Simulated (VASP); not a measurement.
# Ti2BeO3 (P6/mmm) in VASP: relaxation of cell and atoms with PBE

Aim: the relaxation of cell and atoms of Ti2BeO3 with PBE.

Program: VASP 6.6.1. These are calculated values, not measurements. Logs are shortened: lines on timing, memory, paths and dates and some standing lists are left out, and cuts for length are marked.

## 1. The cell of the first run

It takes space group P6/mmm (No. 191, hexagonal). The conventional cell has a = 4.798 Å, b = 4.798 Å, c = 2.921 Å, α = 90.00°, β = 90.00°, γ = 120.00°. Ti (site symmetry -6m2) has 6 O at 2.01 Å and 3 Ti at 2.77 Å and 3 Be at 2.77 Å within 2.8 Å. Within 3.7 Å of Be (site symmetry 6/mmm) lie 6 Ti at 2.77 Å and 12 O at 2.81 Å and 2 Be at 2.92 Å. Within 2.7 Å of O (site symmetry mmm) lie 4 Ti at 2.01 Å and 4 O at 2.40 Å.

## 2. Relaxation of cell and atoms, PBE

The input, INCAR:

```
SYSTEM = Ti2BeO3
ALGO = Normal ; EDIFF = 1E-7
EDIFFG = -0.04 ; ENCUT = 600
GGA = PE ; IBRION = 2
ISIF = 3 ; ISMEAR = 0
LASPH = .True. ; LCHARG = .False.
LREAL = .False. ; LWAVE = .False.
NELM = 60 ; NSW = 90
PREC = Accurate ; SIGMA = 0.1
```

The input, KPOINTS:

```
k-points
0
Gamma
  6 6 6
  0 0 0
```

The input, POSCAR:

```
Ti2BeO3
1.0
    4.7977086612      0.0000000000      0.0000000000
   -2.3988543306      4.1549375805      0.0000000000
    0.0000000000      0.0000000000      2.9214105965
Ti Be O
2 1 3
Direct
    0.3333333333      0.6666666667      0.0000000000
    0.6666666667      0.3333333333      0.0000000000
    0.0000000000      0.0000000000      0.0000000000
    0.5000000000      0.0000000000      0.5000000000
    0.5000000000      0.5000000000      0.5000000000
    0.0000000000      0.5000000000      0.5000000000
```

Potentials or basis: VASP PAW PBE potentials, release 64 (Ti_sv, Be, O).

The run is started by

```sh
> cat potpaw_PBE.64/Ti_sv/POTCAR potpaw_PBE.64/Be/POTCAR potpaw_PBE.64/O/POTCAR > POTCAR
> mpirun -np 1 vasp_std > vasp.out
```

OUTCAR:

```text
SYSTEM = Ti2BeO3
   EDIFF = 1E-7
   EDIFFG = -0.04
   ENCUT = 600
   GGA = PE
   IBRION = 2
   ISIF = 3
   ISMEAR = 0
   LASPH = .True.
   LREAL = .False.
   NELM = 60
   NSW = 90
   PREC = Accurate

 ion  position               nearest neighbor table
   1  0.333  0.667  0.000-   4 2.01   4 2.01   6 2.01   6 2.01   5 2.01   5 2.01   2 2.77   2 2.77
                             2 2.77
   2  0.667  0.333  0.000-   4 2.01   4 2.01   6 2.01   6 2.01   5 2.01   5 2.01   1 2.77   1 2.77
                             1 2.77
   3  0.000  0.000  0.000-
   4  0.500  0.000  0.500-   1 2.01   2 2.01   1 2.01   2 2.01
   5  0.500  0.500  0.500-   1 2.01   2 2.01   1 2.01   2 2.01
   6  0.000  0.500  0.500-   1 2.01   2 2.01   1 2.01   2 2.01

  LATTYP: Found a hexagonal cell.
 ALAT       =     4.7977086612
 C/A-ratio  =     0.6089178820

  Lattice vectors:

 A1 = (   4.7977086612,   0.0000000000,   0.0000000000)
 A2 = (  -2.3988543306,   4.1549375805,   0.0000000000)
 A3 = (   0.0000000000,   0.0000000000,   2.9214105965)

Analysis of symmetry for initial positions (statically):
=====================================================================
 Subroutine PRICEL returns:
 Original cell was already a primitive cell.

 Routine SETGRP: Setting up the symmetry group for a
 hexagonal supercell.

 Subroutine GETGRP returns: Found 24 space group operations
 (whereof 24 operations were pure point group operations)
 out of a pool of 24 trial point group operations.

The static configuration has the point symmetry D_6h.

Analysis of symmetry for dynamics (positions and initial velocities):
=====================================================================
 Subroutine PRICEL returns:
 Original cell was already a primitive cell.

 Routine SETGRP: Setting up the symmetry group for a
 hexagonal supercell.

 Subroutine GETGRP returns: Found 24 space group operations
 (whereof 24 operations were pure point group operations)
 out of a pool of 24 trial point group operations.

The dynamic configuration has the point symmetry D_6h.

 Subroutine INISYM returns: Found 24 space group operations
 (whereof 24 operations are pure point group operations),
 and found     1 'primitive' translations

----------------------------------------------------------------------------------------

                                     Primitive cell

  volume of cell :      58.2359

[... 118 lines left out ...]
  Fermi-wavevector in a.u.,A,eV,Ry     =   1.491061  2.817697 30.249326  2.223263
  Thomas-Fermi vector in A             =   2.603764
   LORBIT       =      0    0 simple, 1 ext, 2 COOP (PROOUT), +10 PAW based schemes
   GGA     = PE    functional components
   LHFCALC =     F    Hartree Fock is set to
   AEXX    =    0.0000 exact exchange contribution
   IVDW    =     0    specifies the selected vdW correction
   LEPSILON=     F    determine dielectric tensor
   LRPA    =     F    only Hartree local field effects (RPA)
 conjugate gradient relaxation of ions
 non-spin polarized calculation
 Gauss-broadening in eV      SIGMA  =   0.10
  energy-cutoff  :      600.00
  volume of cell :       58.24
 maximum number of plane-waves:      1968
 NGX is ok and might be reduce to    40
   NGX = 19   NGY = 19   NGZ = 11

--------------------------------------- Ionic step        1  -------------------------------------------

 number of electron      43.9999994 magnetization

 Free energy of the ion-electron system (eV)
  ---------------------------------------------------
  ext. energy  EPLUGINS =         0.00000000
  ---------------------------------------------------
  free energy    TOTEN  =       -44.29868375 eV

  energy without entropy =      -44.28988298  energy(sigma->0) =      -44.29428336

------------------------ aborting loop because EDIFF is reached ----------------------------------------

  FORCE on cell =-STRESS in cart. coord.  units (eV):
  Direction    XX          YY          ZZ          XY          YZ          ZX
  --------------------------------------------------------------------------------------
  -------------------------------------------------------------------------------------
  Total        9.7533595      9.7533595      0.2475497      0.0000000      0.0000000     -0.0000000
  in kB      268.3328479    268.3328479      6.8105459      0.0000000      0.0000000     -0.0000000
  external PRESSURE =     181.1587473 kB  Pullay stress =       0.0000000 kB
[... 101 lines left out ...]
  FREE ENERGIE OF THE ION-ELECTRON SYSTEM (eV)
  ---------------------------------------------------
  free  energy   TOTEN  =       -44.9135620612 eV

  energy  without entropy=      -44.8945256023  energy(sigma->0) =      -44.90404383

[... ionic steps 4 to 8 ...]

--------------------------------------- Ionic step        9  -------------------------------------------

 number of electron      44.0000002 magnetization

------------------------ aborting loop because EDIFF is reached ----------------------------------------
[... 75 lines left out ...]
--------------------------------------- Ionic step       11  -------------------------------------------

 number of electron      44.0000013 magnetization

 Free energy of the ion-electron system (eV)
  ---------------------------------------------------
  ext. energy  EPLUGINS =         0.00000000
  ---------------------------------------------------
  free energy    TOTEN  =       -45.29016011 eV

  energy without entropy =      -45.26670691  energy(sigma->0) =      -45.27843351

 E-fermi :   7.5633     XC(G=0): -11.1382

 val. band max:        7.5621749007   @ k =   0.1667   0.0000   0.3333
 cond. band min:       7.5711818599   @ k =   0.3333   0.1667   0.1667
 fundamental gap:      0.0090069592
 Fermi energy:         7.5632893993

 k-point     1 :       0.0000    0.0000    0.0000
  band No.  band energies     occupation
      1     -51.0959      2.00000
      2     -51.0607      2.00000
      3     -27.5657      2.00000
      4     -27.5657      2.00000
      5     -27.3305      2.00000
      6     -27.3305      2.00000
[... 685 lines left out ...]
     25       8.4802      0.00000
     26       9.3688      0.00000

 [... further k-points ...]

------------------------ aborting loop because EDIFF is reached ----------------------------------------

  FORCE on cell =-STRESS in cart. coord.  units (eV):
  Direction    XX          YY          ZZ          XY          YZ          ZX
  --------------------------------------------------------------------------------------
  -------------------------------------------------------------------------------------
  Total       -0.0463298     -0.0463298      0.0360219      0.0000000      0.0000000      0.0000000
  in kB       -1.1055437     -1.1055437      0.8595709      0.0000000      0.0000000      0.0000000
  external PRESSURE =      -0.4505055 kB  Pullay stress =       0.0000000 kB
[... 21 lines left out ...]
  FREE ENERGIE OF THE ION-ELECTRON SYSTEM (eV)
  ---------------------------------------------------
  free  energy   TOTEN  =       -45.2901601146 eV

  energy  without entropy=      -45.2667069073  energy(sigma->0) =      -45.27843351

 reached required accuracy - stopping structural energy minimisation
```

OSZICAR:

```text
N       E                     dE             d eps       ncg     rms          rms(c)
DAV:   1     0.635125299287E+03    0.63513E+03   -0.25708E+04  1456   0.223E+03
DAV:   2     0.611356705848E+02   -0.57399E+03   -0.56384E+03  1472   0.611E+02
DAV:   3    -0.496023126903E+02   -0.11074E+03   -0.10894E+03  2346   0.220E+02
[... 125 lines left out ...]
DAV:   6    -0.452901608166E+02    0.11759E-04   -0.74427E-05  2136   0.649E-02    0.147E-02
DAV:   7    -0.452901608893E+02   -0.72678E-07   -0.16469E-05  2204   0.282E-02    0.688E-03
DAV:   8    -0.452901602681E+02    0.62120E-06   -0.26353E-06  2112   0.115E-02    0.250E-03
DAV:   9    -0.452901601197E+02    0.14832E-06   -0.43300E-07  1428   0.480E-03    0.311E-04
DAV:  10    -0.452901601146E+02    0.51723E-08   -0.28116E-08   876   0.164E-03
  11 F= -.45290160E+02 E0= -.45278434E+02  d E =-.192605E-02
```

It took 10 min on 1 thread of Intel Xeon 8259CL, shared host; peak memory 0.23 GiB.

Results:

| Property | Result |
| --- | --- |
| Free energy | -45.2902 eV |
| Relaxed volume | 11.19 Å³/atom |
| Relaxed cell | a = 5.395 Å, b = 5.395 Å, c = 2.663 Å, α = 90.00°, β = 90.00°, γ = 120.00° |
| Space group after relaxing (to 0.1 Å) | P6/mmm (No. 191) |
| Energy gained by relaxing | 165.2 meV/atom |
| Ionic steps | 11 |
| Pressure after relaxing | 0.0 GPa |
| Band gap on the k mesh | zero (bands 22 and 23 overlap by 1.48 eV) |

Step by step:
```csv
step,energy change (eV),largest force (eV/Å),pressure (GPa),volume (Å³)
1,0.0000,0.0000,18.12,58.24
2,-0.6090,0.0000,-8.29,67.86
3,-0.6149,0.0000,-6.29,66.80
4,-0.9710,0.0000,0.22,66.06
5,-0.9828,0.0000,1.61,65.88
6,-0.9829,0.0000,1.81,65.85
7,-0.9828,0.0000,1.99,65.83
8,-0.9893,0.0000,-0.77,67.10
9,-0.9896,0.0000,-0.37,66.91
10,-0.9907,0.0000,-0.26,66.99
11,-0.9915,0.0000,-0.05,67.14
```

Final structure:
```xyz
6
Lattice="5.3954 0.0000 0.0000 -2.6977 4.6725 0.0000 0.0000 0.0000 2.6633" Properties=species:S:1:pos:R:3 pbc="T T T"
Ti    0.0000    3.1150    0.0000
Ti    2.6977    1.5575    0.0000
Be    0.0000    0.0000    0.0000
O     2.6977    0.0000    1.3316
O     1.3488    2.3363    1.3316
O    -1.3488    2.3363    1.3316
```

Levels at points of the mesh, in eV from the Fermi level:
```
           k point  band 19  band 20  band 21  band 22  band 23  band 24  band 25  band 26
(0.00, 0.00, 0.00)    -4.35    -4.08    -3.86    -1.95     0.05     0.05     0.95     0.95
(0.50, 0.00, 0.00)    -4.82    -4.62    -2.02    -1.87    -0.20     0.40     0.95     1.01
(0.00, 0.00, 0.50)    -4.37    -3.31    -0.94    -0.94    -0.34     0.88     1.03     1.03
(0.50, 0.00, 0.50)    -4.89    -3.72    -1.51    -0.04     0.36     0.51     0.71     2.06
```

Caveat: the volume moved by over 15 % at a fixed basis, so the end points are rough; semilocal functionals often make such compounds metallic where correlation or magnetic order opens a gap, which also shifts bond lengths.
